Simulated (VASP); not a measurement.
**AlCu3: relaxation of cell and atoms with r2SCAN**

Crystal: AlCu3.

```
CELL_PARAMETERS angstrom
0.00000 2.83438 2.83438
2.83438 0.00000 2.83438
2.83438 2.83438 0.00000
ATOMIC_POSITIONS crystal
Al 0.00000 0.00000 0.00000
Cu 0.50000 0.50000 0.50000
Cu 0.25000 0.25000 0.25000
Cu 0.75000 0.75000 0.75000
```

* Program: VASP 6.6.1
* Task: relaxation of cell and atoms
* Functional: r2SCAN
* Potentials or basis: VASP PAW PBE potentials, release 64 (Al, Cu)
* Cutoff: 600 eV
* k mesh: 12 × 12 × 12
* Occupations: gaussian, width 0.1 eV
* Spin: no spin polarisation
* Target pressure: 10 GPa
* Dipole correction: no
* Further INCAR settings: ALGO = Normal; EDIFF = 1e-07; IBRION = 2; EDIFFG = -0.008; NSW = 70; ISIF = 3

```yaml
Relaxed_volume: 11.42 Å³/atom
Relaxed_cell: a = 4.012 Å, b = 4.012 Å, c = 4.012 Å, α = 60.00°, β = 60.00°, γ = 60.00°
Space_group_after_relaxing_to_0.05_Å: Fm-3m (No. 225)
Energy_change_on_relaxing_the_enthalpy_is_what_falls: -1.9 meV/atom
Ionic_steps: 3
Pressure_after_relaxing: 9.9 GPa
Band_gap_on_the_k_mesh: zero (band 18 reaches 13.18 eV, above the bottom of band 19 at 6.95 eV)
```

The path:
| step | energy change (eV) | largest force (eV/Å) | pressure (GPa) | volume (Å³) |
| --- | --- | --- | --- | --- |
| 1 | 0.0000 | 0.0000 | 10.45 | 45.54 |
| 2 | -0.0133 | 0.0000 | 9.55 | 45.75 |
| 3 | -0.0078 | 0.0000 | 9.93 | 45.66 |

Final structure:
```
CELL_PARAMETERS angstrom
0.00000 2.83691 2.83691
2.83691 0.00000 2.83691
2.83691 2.83691 0.00000
ATOMIC_POSITIONS crystal
Al 0.00000 0.00000 0.00000
Cu 0.50000 0.50000 0.50000
Cu 0.25000 0.25000 0.25000
Cu 0.75000 0.75000 0.75000
```

Levels at points of the mesh, in eV from the Fermi level:
```
           k point  band 14  band 15  band 16  band 17  band 18  band 19  band 20  band 21  band 22
(0.00, 0.00, 0.00)    -2.82    -2.70    -2.70     3.98     3.98     3.98     4.54     4.54     4.54
(0.50, 0.00, 0.00)    -2.81    -2.63    -2.63    -2.32     2.83     2.83     3.19     3.19     4.36
(0.50, 0.50, 0.00)    -2.53    -2.53    -2.48    -2.44    -2.44    -2.25     2.31     2.84    11.82
```

Wall time 10 min on 1 thread of Intel(R) Xeon(R) Platinum 8488C (Sapphire Rapids) (shared host), peak memory 0.25 GiB.

Caveat: the cell is relaxed towards a set pressure, so the enthalpy falls and the energy may rise; the PAW data sets were made with another functional, which shifts forces and pressure a little.
